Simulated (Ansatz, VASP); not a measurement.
One calculation of ReP4Ru, two programs

```
Re P Ru
1.0
     0.00000    3.43683    3.43683
     3.43683    0.00000    3.43683
     3.43683    3.43683    0.00000
Re P Ru
1 4 1
Direct
  0.00000 0.00000 0.00000
  0.62487 0.62487 0.12540
  0.62487 0.12540 0.62487
  0.12540 0.62487 0.62487
  0.62487 0.62487 0.62487
  0.25000 0.25000 0.25000
```

Change from the starting cell: species swapped into the ScCu4Sn type (F-43m, No. 216).

Alike in both runs: functional PBE; k mesh 10 × 10 × 10; occupations gaussian, width 0.1 eV; no spin polarisation.

Ansatz relaxed the structure, and its values are those at the end. VASP's run is a single point on that final structure, the one shown.

```csv
,VASP,Ansatz
version,VASP 6.6.1,Ansatz 0.2.0
potentials or method,"VASP PAW PBE potentials, release 64 (Re, P, Ru_pv), cutoff 520 eV","scalar-relativistic, plane waves, PAW"
valence electrons in the cell,41,51
```

|  | VASP | Ansatz | Ansatz less VASP |
| --- | --- | --- | --- |
| gap on the k mesh at the Fermi level (eV) | none | none | - |
| pressure (GPa) | -0.1 | 0.0 | +0.16 |
| rms of the force components (eV/Å) | 0.004 | 0.003 | -0.0002 |

A gap of «none» marks a metal or a gap that the smearing closes. VASP's potentials hold 41 valence electrons a cell and Ansatz's 51, so a difference there can come from the potentials and not from the codes.

Neither program's run includes spin-orbit coupling.
